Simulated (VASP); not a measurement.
Li2S: single point with r2SCAN

The system is Li2S.

```
S Li
1.0
     0.00000    2.81655    2.81655
     2.81655    0.00000    2.81655
     2.81655    2.81655    0.00000
S Li
1 2
Direct
  0.00000 0.00000 0.00000
  0.25000 0.25000 0.25000
  0.75000 0.75000 0.75000
```

```yaml
Program: VASP 6.6.1
Task: single point
Functional: r2SCAN
Potentials_or_basis: VASP PAW PBE potentials, release 64 (S, Li_sv)
Cutoff: 830 eV
k_mesh: 6 × 6 × 6
Occupations: gaussian, width 0.01 eV
Spin: no spin polarisation
```

```json
{"Pressure": "1.2 GPa", "Band gap on the k mesh": "3.84 eV (least direct gap 5.22 eV)"}
```

Levels at points of the mesh, in eV from the valence-band top:
```csv
k point,band 3,band 4,band 5,band 6,band 7,band 8,band 9,band 10
"(0.00, 0.00, 0.00)",-11.57,0.00,0.00,0.00,5.22,6.92,6.92,6.92
"(0.50, 0.00, 0.00)",-11.10,-2.99,-0.53,-0.53,7.13,7.21,7.21,9.29
"(0.50, 0.50, 0.00)",-10.97,-2.22,-1.50,-1.50,3.84,7.98,12.40,12.40
```

Run time: 3.5 min on 1 thread of Intel Xeon 8259CL, on a shared host, peak memory 0.26 GiB.

Caveat: the PAW data sets were made with another functional, which shifts forces and pressure a little. A k mesh can miss the band edges.
